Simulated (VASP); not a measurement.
Set up this calculation in VASP 6.6.1, as the native input.

* Task: single point
* Functional: r2SCAN
* Dispersion: rVV10
* Potentials or basis: VASP PAW PBE potentials, release 64 (C)
* Cutoff: 580 eV
* k mesh: 18 × 18 × 1
* Occupations: fermi-dirac, width 0.05 eV
* Spin: no spin polarisation
* Dipole correction: no
* Further INCAR settings: ALGO = Normal; EDIFF = 1e-06; NBANDS = 21

System: C, a sheet with vacuum.

```xyz
6
Lattice="2.4600 0.0000 0.0000 -1.2300 2.1304 0.0000 0.0000 0.0000 20.7000" Properties=species:S:1:pos:R:3 pbc="T T T"
C     0.0000    0.0000    7.0000
C     0.0000    1.4203    7.0000
C     0.0000    0.0000   10.3500
C     1.2300    0.7101   10.3500
C     0.0000    0.0000   13.7000
C     0.0000    1.4203   13.7000
```

The input as run:

POSCAR

```
C
1.0
    2.4600000000      0.0000000000      0.0000000000
   -1.2300000000      2.1304224933      0.0000000000
    0.0000000000      0.0000000000     20.7000000000
C
6
Direct
    0.0000000000      0.0000000000      0.3381642512
    0.3333333333      0.6666666667      0.3381642512
    0.0000000000      0.0000000000      0.5000000000
    0.6666666667      0.3333333333      0.5000000000
    0.0000000000      0.0000000000      0.6618357488
    0.3333333333      0.6666666667      0.6618357488
```

INCAR.step1

```
  PREC = Accurate
  ENCUT = 580
  ISMEAR = -1
  SIGMA = 0.05
  LREAL = F
  LASPH = T
  NELM = 120
  NBANDS = 21
  GGA = PE
  ALGO = Normal
  EDIFF = 1E-5
  LWAVE = T
  LCHARG = F
  GGA_COMPAT = F
  NELMDL = -8
```

INCAR.step2

```
  PREC = Accurate
  ENCUT = 580
  EDIFF = 1E-6
  ISMEAR = -1
  SIGMA = 0.05
  LREAL = F
  LASPH = T
  NELM = 120
  ALGO = Normal
  ISIF = 2
  LWAVE = F
  LCHARG = F
  METAGGA = R2SCAN
  LMIXTAU = T
  LUSE_VDW = T
  IVDW_NL = 2
  BPARAM = 11.95
  CPARAM = 0.0093
  NBANDS = 21
  ISTART = 1
  GGA_COMPAT = F
```

KPOINTS

```
regular mesh
0
Gamma
  18 18 1
```

Potentials or basis: VASP PAW PBE potentials, release 64 (C).

Launch:

```sh
$ cat potpaw_PBE.64/C/POTCAR > POTCAR
$ cp INCAR.step1 INCAR
$ mpirun -np 1 vasp_std > vasp.out
$ cp INCAR.step2 INCAR
$ mpirun -np 1 vasp_std > vasp.out
```

Results of the run:

| Item | Value |
| --- | --- |
| Largest force | 0.006 eV/Å |

Caveat: the PAW data sets were made with another functional, which shifts forces and pressure a little.

Wall time 10 min on 1 thread of AMD EPYC 7R13 Processor (Zen 3), on a shared host, peak memory 0.5 GiB.
